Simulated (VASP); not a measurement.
# SbMo (P6_3/mmc) in VASP: notebook, part 2 of 2

VASP 6.6.1. The steps go on from the part before.

**5. Relaxation of shape and atoms at fixed volume, PBEsol (21.68 Å³/atom)**

This run uses another cell than the first one, of 21.68 Å³/atom.

INCAR

```
PREC     = Accurate       # precision mode
ENCUT    = 600            # plane-wave cutoff, eV
EDIFF    = 1E-6           # SCF threshold, eV
ISMEAR   = 0              # smearing method
SIGMA    = 0.05           # smearing width, eV
LREAL    = False          # projectors in reciprocal space
LASPH    = True           # aspherical terms in the spheres
NELM     = 60             # most SCF steps
ALGO     = Normal         # electronic algorithm
ISIF     = 4              # what is computed and relaxed
LWAVE    = False          # write WAVECAR
LCHARG   = False          # write CHGCAR
GGA      = PS             # functional
IBRION   = 2              # ionic algorithm
NSW      = 60             # ionic steps
EDIFFG   = -0.01          # ionic threshold
```

KPOINTS

```
Automatic mesh
0
Gamma
  10 10 6
```

POSCAR

```
SbMo
1.0
    4.3660601245      0.0000000000      0.0000000000
   -2.1830300623      3.7811189823      0.0000000000
    0.0000000000      0.0000000000      5.2524253895
Mo Sb
2 2
Direct
    0.0000000000      0.0000000000      0.0000000000
    0.0000000000      0.0000000000      0.5000000000
    0.3333333333      0.6666666667      0.2500000000
    0.6666666667      0.3333333333      0.7500000000
```

Potentials or basis: VASP PAW PBE potentials, release 64 (Mo_sv, Sb).

The run is started by

```sh
$ cat potpaw_PBE.64/Mo_sv/POTCAR potpaw_PBE.64/Sb/POTCAR > POTCAR
$ mpirun -np 1 vasp_std > vasp.out
```

OUTCAR:

```text
PREC = Accurate
   ENCUT = 600
   EDIFF = 1E-6
   ISMEAR = 0
   LREAL = False
   LASPH = True
   NELM = 60
   ISIF = 4
   GGA = PS
   IBRION = 2
   NSW = 60
   EDIFFG = -0.01

 ion  position               nearest neighbor table
   1  0.000  0.000  0.000-   2 2.63   2 2.63   4 2.84   3 2.84   4 2.84   3 2.84   4 2.84   3 2.84

   2  0.000  0.000  0.500-   1 2.63   1 2.63   4 2.84   3 2.84   4 2.84   3 2.84   4 2.84   3 2.84

   3  0.333  0.667  0.250-   1 2.84   2 2.84   1 2.84   2 2.84   1 2.84   2 2.84   4 3.64   4 3.64
                             4 3.64   4 3.64   4 3.64   4 3.64
   4  0.667  0.333  0.750-   1 2.84   2 2.84   1 2.84   2 2.84   1 2.84   2 2.84   3 3.64   3 3.64
                             3 3.64   3 3.64   3 3.64   3 3.64

  LATTYP: Found a hexagonal cell.
 ALAT       =     4.3660601245
 C/A-ratio  =     1.2030126108

  Lattice vectors:

 A1 = (   4.3660601245,   0.0000000000,   0.0000000000)
 A2 = (  -2.1830300623,   3.7811189823,   0.0000000000)
 A3 = (   0.0000000000,   0.0000000000,   5.2524253895)

Analysis of symmetry for initial positions (statically):
=====================================================================
 Subroutine PRICEL returns:
 Original cell was already a primitive cell.

 Routine SETGRP: Setting up the symmetry group for a
 hexagonal supercell.
[... 182 lines left out ...]
  -------------------------------------------------------------------------------------
  Total       -2.6553203     -2.6553203     -2.8901713      0.0000000     -0.0000000      0.0000000
  in kB      -49.0633900    -49.0633900    -53.4028226      0.0000000     -0.0000000      0.0000000
  external PRESSURE =     -50.5098675 kB  Pullay stress =       0.0000000 kB
[... 63 lines left out ...]
--------------------------------------- Ionic step        3  -------------------------------------------

 number of electron      38.0000000 magnetization

 Free energy of the ion-electron system (eV)
  ---------------------------------------------------
  ext. energy  EPLUGINS =         0.00000000
  ---------------------------------------------------
  free energy    TOTEN  =       -31.48226197 eV

  energy without entropy =      -31.47894075  energy(sigma->0) =      -31.48060136

 E-fermi :   9.0541     XC(G=0): -11.3314

 val. band max:        9.0460638654   @ k =   0.5000   0.0000   0.5000
 cond. band min:       9.0956215698   @ k =   0.2000   0.0000   0.1667
 fundamental gap:      0.0495577044
 Fermi energy:         9.0540656994

 k-point     1 :       0.0000    0.0000    0.0000
  band No.  band energies     occupation
      1     -51.5192      2.00000
      2     -51.3385      2.00000
      3     -26.2897      2.00000
      4     -25.6522      2.00000
      5     -25.6522      2.00000
      6     -25.4838      2.00000
[... 613 lines left out ...]
     22      10.9127      0.00000
     23      11.1794      0.00000

 [... further k-points ...]

------------------------ aborting loop because EDIFF is reached ----------------------------------------

  FORCE on cell =-STRESS in cart. coord.  units (eV):
  Direction    XX          YY          ZZ          XY          YZ          ZX
  --------------------------------------------------------------------------------------
  -------------------------------------------------------------------------------------
  Total       -2.6942973     -2.6942973     -2.6479647      0.0000000     -0.0000000      0.0000000
  in kB      -49.7835830    -49.7835830    -48.9274767      0.0000000     -0.0000000      0.0000000
  external PRESSURE =     -49.4982143 kB  Pullay stress =       0.0000000 kB
[... 19 lines left out ...]
  FREE ENERGIE OF THE ION-ELECTRON SYSTEM (eV)
  ---------------------------------------------------
  free  energy   TOTEN  =       -31.4822619684 eV

  energy  without entropy=      -31.4789407507  energy(sigma->0) =      -31.48060136

 reached required accuracy - stopping structural energy minimisation
```

CONTCAR:

```text
SbMo
   1.00000000000000
     4.3731816437834761    0.0000000000031891    0.0000000000000000
    -2.1865908219390575    3.7872863989078716    0.0000000000000000
     0.0000000000000000   -0.0000000000000000    5.2353326659904882
  Mo              Sb
     2     2
Direct
     0.0000000000000000    0.0000000000000000    0.0000000000000000
     0.0000000000000000    0.0000000000000000    0.5000000000000000
     0.3333333332999970    0.6666666667000030    0.2500000000000000
     0.6666666667000030    0.3333333332999970    0.7500000000000000

  0.00000000E+00  0.00000000E+00  0.00000000E+00
  0.00000000E+00  0.00000000E+00  0.00000000E+00
  0.00000000E+00  0.00000000E+00  0.00000000E+00
  0.00000000E+00  0.00000000E+00  0.00000000E+00
```

It took 86 s on 1 thread of Intel Xeon 6975P-C (Granite Rapids), shared host; peak memory 0.31 GiB.

Results:

* Free energy: -31.4823 eV
* Energy gained by relaxing: 0.1 meV/atom
* Ionic steps: 3
* Pressure after relaxing: -4.9 GPa
* Band gap on the k mesh: zero (bands 19 and 20 overlap by 1.46 eV)

The path:
| step | energy change (eV) | largest force (eV/Å) | pressure (GPa) | volume (Å³) |
| --- | --- | --- | --- | --- |
| 1 | 0.0000 | 0.0000 | -5.05 | 86.71 |
| 2 | -0.0003 | 0.0000 | -4.99 | 86.71 |
| 3 | -0.0003 | 0.0000 | -4.95 | 86.71 |

Final structure:
```cif
data_structure
_symmetry_space_group_name_H-M 'P 1'
_symmetry_Int_Tables_number 1
_cell_length_a 4.3732
_cell_length_b 4.3732
_cell_length_c 5.2353
_cell_angle_alpha 90.000
_cell_angle_beta 90.000
_cell_angle_gamma 120.000
_cell_volume 86.71
loop_
_atom_site_label
_atom_site_type_symbol
_atom_site_fract_x
_atom_site_fract_y
_atom_site_fract_z
_atom_site_occupancy
Mo1 Mo 0.00000 0.00000 0.00000 1
Mo2 Mo 0.00000 0.00000 0.50000 1
Sb1 Sb 0.33333 0.66667 0.25000 1
Sb2 Sb 0.66667 0.33333 0.75000 1
```

Caveat: the PAW data sets were made with another functional, which shifts forces and pressure a little; spin-orbit coupling is left out, which moves the levels of the heavy elements.

**6. The runs side by side**

| task | cell | gap on the mesh (eV) | pressure (GPa) |
| --- | --- | --- | --- |
| relaxation of cell and atoms | relaxed from a = 4.069, b = 4.069, c = 5.672 Å, angles 90.0, 90.0, 120.0°, 4 atoms | none | 0.0 |
| relaxation of shape and atoms at fixed volume | relaxed from a = 4.272, b = 4.272, c = 5.170 Å, angles 90.0, 90.0, 120.0°, 4 atoms | none | 3.2 |
| relaxation of shape and atoms at fixed volume | relaxed from a = 4.329, b = 4.329, c = 5.239 Å, angles 90.0, 90.0, 120.0°, 4 atoms | none | -2.5 |
| relaxation of shape and atoms at fixed volume | relaxed from a = 4.366, b = 4.366, c = 5.252 Å, angles 90.0, 90.0, 120.0°, 4 atoms | none | -4.9 |

Alike in all rows: level PBEsol; potentials or basis VASP PAW PBE potentials, release 64 (Mo_sv, Sb); no spin polarisation; k mesh 10 × 10 × 6; cutoff (eV) 600; smearing gaussian 0.05 eV.

Caveats: the PAW data sets were made with another functional, which shifts forces and pressure a little; spin-orbit coupling is left out, which moves the levels of the heavy elements.

Absolute energies hang on the potentials; compare differences alone.

The gap in the log of VASP goes by the Fermi energy; the results here count the filled bands.